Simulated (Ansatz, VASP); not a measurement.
# One calculation of InP, two programs

INCAR

```
PREC = Accurate
ENCUT = 500
EDIFF = 1E-6
ISMEAR = -5
SIGMA = 0.1
LREAL = F
LASPH = T
NELM = 120
ALGO = Normal
ISIF = 2
LWAVE = F
LCHARG = F
GGA = PE
NBANDS = 16
GGA_COMPAT = F
```

Contents of KPOINTS:

```
regular mesh
0
Gamma
  4 4 4
```

File POSCAR:

```
InP
1.0
    0.0000000000      2.9519763857      2.9519763857
    2.9519763857      0.0000000000      2.9519763857
    2.9519763857      2.9519763857      0.0000000000
In P
1 1
Direct
    0.0000000000      0.0000000000      0.0000000000
    0.2500000000      0.2500000000      0.2500000000
```

Input for Ansatz:

```yaml
crystal:
  lattice:
    - [0.0, 2.9519763857, 2.9519763857]
    - [2.9519763857, 0.0, 2.9519763857]
    - [2.9519763857, 2.9519763857, 0.0]
  atoms:
    - { symbol: In, position: [0.0, 0.0, 0.0] }
    - { symbol: P, position: [0.25, 0.25, 0.25] }
basis:
  ecutwfc: 420
kpoints:
  mp_grid: { grid: [4, 4, 4] }
hamiltonian:
  xc: pbe
scf:
  occupations: { method: tetrahedron }
output:
  forces: true
  stress: true
  eigenvalues: true
```

Alike in both runs: task single point; functional PBE; k mesh 4 × 4 × 4; occupations tetrahedron; no spin polarisation.

|  | VASP | Ansatz |
| --- | --- | --- |
| version | VASP 6.6.1 | Ansatz 0.2.0 |
| potentials or method | VASP PAW PBE potentials, release 64 (In_d, P), cutoff 500 eV | scalar-relativistic, plane waves, PAW |
| valence electrons in the cell | 18 | 18 |

|  | VASP | Ansatz | Ansatz less VASP |
| --- | --- | --- | --- |
| gap on the k mesh at the Fermi level (eV) | 0.58 | 0.58 | +0.003 |
| least direct gap on the mesh (eV) | 0.58 | 0.58 | +0.003 |
| pressure (GPa) | 1.9 | 1.9 | +0.05 |

With one functional, cell and mesh, what is left measures potentials, basis and numerics. Ansatz's warnings: band table not solved further, tetrahedron derivatives may miss energy slope.

The k mesh is coarse, so the values compare programs but aren't converged.
